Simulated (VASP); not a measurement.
Here is a VASP 6.6.1 calculation.

File INCAR:

```
PREC = Accurate
ENCUT = 520
EDIFF = 1E-7
ISMEAR = -1
SIGMA = 0.05
LREAL = F
LASPH = T
NELM = 60
ALGO = Normal
ISIF = 2
LWAVE = F
LCHARG = T
GGA = B5
ALDAX = 1.0
AGGAX = 1.0
AGGAC = 1.0
ALDAC = 0.0
LELF = T
LVHAR = T
NBANDS = 15
```

File KPOINTS:

```
Automatic mesh
0
Gamma
  11 11 6
```

File POSCAR:

```
Os
1.0
    2.6971481730      0.0000000000      0.0000000000
   -1.3485740865      2.3357988356      0.0000000000
    0.0000000000      0.0000000000      4.2613185190
Os
2
Direct
    0.6666666667      0.3333333333      0.7500000000
    0.3333333333      0.6666666667      0.2500000000
```

Potentials or basis: VASP PAW PBE potentials, release 64 (Os).

The run is started by

```bash
$ cat potpaw_PBE.64/Os/POTCAR > POTCAR
$ mpirun -np 1 vasp_std > vasp.out
```

Question: Estimate the band gap on the k mesh.

Answer: Zero (band 8 reaches 12.95 eV, above the bottom of band 9 at 8.79 eV).

Question: Predict the pressure.

Answer: 51.5 GPa.

Stress tensor (GPa, compression positive):
```
50.85  0.00  0.00
 0.00 50.85  0.00
 0.00  0.00 52.85
```

Caveat: the PAW data sets were made with another functional, which shifts forces and pressure a little; spin-orbit coupling is left out, which moves the levels of the heavy elements.
